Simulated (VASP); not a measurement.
Sb, 2 atoms in the cell. It takes space group R-3m (No. 166, trigonal). The conventional cell has a = 4.374 Å, b = 4.374 Å, c = 11.540 Å, α = 90.00°, β = 90.00°, γ = 120.00°. Sb (site symmetry 3m) has 6 Sb at 2.95 to 3.43 Å within 3.9 Å. 

- Program: VASP 6.6.1
- Task: relaxation of cell and atoms
- Functional: PBE
- Potentials or basis: VASP PAW PBE potentials, release 64 (Sb)
- Cutoff: 600 eV
- k mesh: 18 × 18 × 18
- Occupations: fermi-dirac, width 0.15 eV
- Spin: no spin polarisation
- Dipole correction: no
- Further INCAR settings: ALGO = Normal; EDIFF = 1e-06; IBRION = 2; EDIFFG = -0.001; NSW = 80; ISIF = 3

Potentials or basis: VASP PAW PBE potentials, release 64 (Sb).

The run is started by

```bash
$ cat potpaw_PBE.64/Sb/POTCAR > POTCAR
$ mpirun -np 1 vasp_std > vasp.out
```

Hardware: 1 thread of Intel(R) Xeon(R) 6975P-C (Granite Rapids), on a shared host.

Problem. How long does it take, and how much memory?

Solution. It took 32 min on 1 thread of Intel(R) Xeon(R) 6975P-C (Granite Rapids) (shared host), peak memory 0.59 GiB. Counts: scf iterations 104, k points 580, ion steps 36.
